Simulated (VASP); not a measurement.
# BaS (Fm-3m) in VASP: further runs, part 2 of 2

VASP 6.6.1.

## 3. Single point, PBE, non-collinear spin, zero start, spin-orbit coupling

INCAR reads:

```
PREC = Accurate
ENCUT = 520
EDIFF = 1E-6
ISMEAR = -1
SIGMA = 0.001
LREAL = F
LASPH = T
NELM = 150
ALGO = Normal
ISIF = 2
LWAVE = F
LCHARG = F
LNONCOLLINEAR = T
MAGMOM = 0 0 0 0 0 0
LORBIT = 11
LSORBIT = T
GGA_COMPAT = F
LORBMOM = T
GGA = PE
NBANDS = 28
```

KPOINTS reads:

```
regular mesh
0
Gamma
  6 6 6
```

POSCAR reads:

```
BaS
1.0
    0.0000000000      3.2129006479      3.2129006479
    3.2129006479      0.0000000000      3.2129006479
    3.2129006479      3.2129006479      0.0000000000
Ba S
1 1
Direct
    0.5000000000      0.5000000000      0.5000000000
    0.0000000000      0.0000000000      0.0000000000
```

Potentials or basis: VASP PAW PBE potentials, release 64 (Ba_sv, S).

Launch:

```bash
cat potpaw_PBE.64/Ba_sv/POTCAR potpaw_PBE.64/S/POTCAR > POTCAR
mpirun -np 1 vasp_ncl > vasp.out
```

Wall time 94 s (1 thread of Intel Xeon Platinum 8488C (Sapphire Rapids), shared host); peak memory 0.38 GiB.

It converged, with:

- Free energy: -10.3874 eV
- Pressure: 0.6 GPa
- Net moment: 0.00 μB per cell
- Valence electrons inside the program's atomic spheres: Ba 7.89; S 3.74

Moments on the atoms (μB; x, y, z):
```
Ba  0.00 0.00 0.00
S   0.00 0.00 0.00
```

## 4. Single point, PBE, non-collinear spin, zero start, spin-orbit coupling

INCAR reads:

```
PREC     = Accurate       # precision mode
ENCUT    = 520            # plane-wave cutoff, eV
EDIFF    = 1E-6           # SCF threshold, eV
ISMEAR   = 0              # smearing method
SIGMA    = 0.05           # smearing width, eV
LREAL    = False          # projectors in reciprocal space
LASPH    = True           # aspherical terms in the spheres
NELM     = 150            # most SCF steps
ALGO     = Normal         # electronic algorithm
ISIF     = 2              # what is computed and relaxed
LWAVE    = False          # write WAVECAR
LCHARG   = False          # write CHGCAR
MAGMOM   = 0 0 0 0 0 0    # initial moments
LORBIT   = 11             # projections on sites
LSORBIT  = True           # spin-orbit coupling
GGA_COMPAT= False        
LORBMOM  = True         
GGA      = PE             # functional
NBANDS   = 28             # bands
```

KPOINTS is that of step 3.

POSCAR is that of step 3.

Launch:

```bash
cat potpaw_PBE.64/Ba_sv/POTCAR potpaw_PBE.64/S/POTCAR > POTCAR
mpirun -np 1 vasp_ncl > vasp.out
```

Wall time 1.9 min (1 thread of Intel Xeon Platinum 8488C (Sapphire Rapids), shared host); peak memory 0.38 GiB.

It converged, with:

```
Free energy                                           : -10.3874 eV
Pressure                                              : 0.6 GPa
Net moment                                            : 0.00 μB per cell
Valence electrons inside the program's atomic spheres : Ba 7.89; S 3.74
```

Moments on the atoms (μB; x, y, z):
```
Ba  0.00 0.00 0.00
S   0.00 0.00 0.00
```

## 5. Single point, PBEsol, non-collinear spin, zero start, spin-orbit coupling

INCAR reads:

```
ALGO = Normal ; EDIFF = 1E-7
ENCUT = 520 ; GGA = PS
GGA_COMPAT = False ; ISIF = 2
ISMEAR = 0 ; LASPH = True
LCHARG = False ; LNONCOLLINEAR = True
LORBIT = 11 ; LORBMOM = True
LREAL = False ; LSORBIT = True
LWAVE = False ; MAGMOM = 0 0 0 0 0 0
NBANDS = 28 ; NELM = 150
PREC = Accurate ; SIGMA = 0.05
```

KPOINTS reads:

```
k-points
0
Gamma
  6 6 6
```

POSCAR is that of step 4.

Launch:

```bash
cat potpaw_PBE.64/Ba_sv/POTCAR potpaw_PBE.64/S/POTCAR > POTCAR
mpirun -np 1 vasp_ncl > vasp.out
```

Run time: 81 s. Hardware: 1 thread of Intel Xeon Platinum 8488C (Sapphire Rapids), shared host; peak memory 0.39 GiB.

The run converged. Its results:

```
Free energy                                           : -10.9077 eV
Pressure                                              : -1.3 GPa
Net moment                                            : 0.00 μB per cell
Valence electrons inside the program's atomic spheres : Ba 7.88; S 3.71
```

Moments on the atoms (μB; x, y, z):
```
Ba  0.00 0.00 0.00
S   0.00 0.00 0.00
```

Caveat: the PAW data sets were made with another functional, which shifts forces and pressure a little.

## 6. Single point, revPBE, non-collinear spin, zero start, spin-orbit coupling

INCAR reads:

```
ALGO = Normal ; EDIFF = 1E-7
ENCUT = 520 ; GGA = RE
GGA_COMPAT = False ; ISIF = 2
ISMEAR = 0 ; LASPH = True
LCHARG = False ; LORBIT = 11
LORBMOM = True ; LREAL = False
LSORBIT = True ; LWAVE = False
MAGMOM = 0 0 0 0 0 0 ; NBANDS = 28
NELM = 150 ; PREC = Accurate
SIGMA = 0.05
```

KPOINTS is that of step 5.

POSCAR is that of step 5.

Potentials or basis: VASP PAW PBE potentials, release 64 (Ba_sv, S).

Launch:

```bash
cat potpaw_PBE.64/Ba_sv/POTCAR potpaw_PBE.64/S/POTCAR > POTCAR
mpirun -np 1 vasp_ncl > vasp.out
```

OUTCAR:

```text
EDIFF = 1E-7
   ENCUT = 520
   GGA = RE
   ISIF = 2
   ISMEAR = 0
   LASPH = True
   LORBIT = 11
   LREAL = False
   LSORBIT = True
   NELM = 150
   PREC = Accurate

 ion  position               nearest neighbor table
   1  0.500  0.500  0.500-   2 3.21   2 3.21   2 3.21   2 3.21   2 3.21   2 3.21
   2  0.000  0.000  0.000-   1 3.21   1 3.21   1 3.21   1 3.21   1 3.21   1 3.21

  LATTYP: Found a face centered cubic cell.
 ALAT       =     6.4258012958

  Lattice vectors:

 A1 = (   0.0000000000,   3.2129006479,   3.2129006479)
 A2 = (   3.2129006479,   0.0000000000,   3.2129006479)
[... 776 lines left out ...]
     0.0000000     0.0000000     0.0000000     0.0000000     0.0000000
     0.0000000     0.0000000     0.0000000     0.0000000     0.0000000
 l=   3
     0.0000000     0.0000000     0.0000000     0.0000000     0.0000000     0.0000000     0.0000000
     0.0000000     0.0000000     0.0000000     0.0000000     0.0000000     0.0000000     0.0000000
     0.0000000     0.0000000     0.0000000     0.0000000     0.0000000     0.0000000     0.0000000
     0.0000000     0.0000000     0.0000000     0.0000000     0.0000000     0.0000000     0.0000000
     0.0000000     0.0000000     0.0000000     0.0000000     0.0000000     0.0000000     0.0000000
     0.0000000     0.0000000     0.0000000     0.0000000     0.0000000     0.0000000     0.0000000
     0.0000000     0.0000000     0.0000000     0.0000000     0.0000000     0.0000000     0.0000000

 total charge

# of ion       s       p       d       tot
------------------------------------------
    1        2.011   5.629   0.266   7.907
    2        1.321   2.438   0.000   3.759
--------------------------------------------------
tot          3.332   8.067   0.266  11.666

 magnetization (x)

# of ion       s       p       d       tot
------------------------------------------
    1        0.000  -0.000   0.000  -0.000
    2        0.000   0.000   0.000   0.000
--------------------------------------------------
tot          0.000  -0.000   0.000  -0.000

 magnetization (y)

# of ion       s       p       d       tot
------------------------------------------
    1        0.000  -0.000   0.000   0.000
    2        0.000   0.000   0.000   0.000
--------------------------------------------------
tot          0.000  -0.000   0.000   0.000

 magnetization (z)

# of ion       s       p       d       tot
------------------------------------------
    1        0.000  -0.000   0.000   0.000
    2        0.000   0.000   0.000   0.000
--------------------------------------------------
tot          0.000  -0.000   0.000   0.000
```

It took 82 s on 1 thread of Intel Xeon Platinum 8488C (Sapphire Rapids), shared host; peak memory 0.38 GiB.

What came out:

```
Free energy                                           : -9.8864 eV
Pressure                                              : 1.7 GPa
Net moment                                            : 0.00 μB per cell
Valence electrons inside the program's atomic spheres : Ba 7.91; S 3.76
```

Moments on the atoms (μB; x, y, z):
```
Ba  0.00 0.00 0.00
S   0.00 0.00 0.00
```

Caveat: the PAW data sets were made with another functional, which shifts forces and pressure a little.

## 7. Summary

| level | smearing | pressure (GPa) | moment (μB) |
| --- | --- | --- | --- |
| PBEsol | gaussian 0.05 eV | -1.3 | 0.00 |
| PBE | fermi-dirac 0.001 eV | 0.6 | 0.00 |
| PBE | gaussian 0.05 eV | 0.6 | 0.00 |
| revPBE | gaussian 0.05 eV | 1.7 | 0.00 |

Alike in all rows: task single point; potentials or basis VASP PAW PBE potentials, release 64 (Ba_sv, S); spin non-collinear, zero start, SOC; cell as given; k mesh 6 × 6 × 6; cutoff (eV) 520.

The pressure there spans -1.3 GPa (PBEsol) to 1.7 GPa (revPBE); a positive pressure means that this level wants a larger cell, a negative one a smaller.

Caveats: the PAW data sets were made with another functional, which shifts forces and pressure a little (some runs).

Absolute energies hang on the potentials; compare differences alone.
